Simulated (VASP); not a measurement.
Ge, 2 atoms in the cell. Symmetry: I4_1/amd, No. 141, tetragonal system. The conventional cell has a = 3.893 Å, b = 3.893 Å, c = 5.676 Å, α = 90.00°, β = 90.00°, γ = 90.00°. Ge (site symmetry -4m2) has 4 Ge at 2.41 Å within 3.2 Å.  This cell differs from its parent crystal: strain -0.030 along x and y, +0.000 along z.

| Property | Result |
| --- | --- |
| Program | VASP 6.6.1 |
| Task | single point |
| Functional | PBEsol |
| Potentials or basis | VASP PAW PBE potentials, release 64 (Ge_d) |
| Cutoff | 520 eV |
| k mesh | 18 × 18 × 18 |
| Occupations | gaussian, width 0.15 eV |
| Spin | no spin polarisation |
| Dipole correction | no |
| Further INCAR settings | ALGO = Normal; EDIFF = 1e-06; NBANDS = 21 |

Potentials or basis: VASP PAW PBE potentials, release 64 (Ge_d).

The run is started by

```bash
$ cat potpaw_PBE.64/Ge_d/POTCAR > POTCAR
$ mpirun -np 1 vasp_std > vasp.out
```

Hardware: 1 thread of Intel(R) Xeon(R) 6975P-C (Granite Rapids), on a shared host.

Question: How long does it take, and how much memory?

Answer: Wall time 3.2 min on 1 thread of Intel(R) Xeon(R) 6975P-C (Granite Rapids) (shared host), peak memory 0.43 GiB. Counts: scf iterations 12, k points 480.
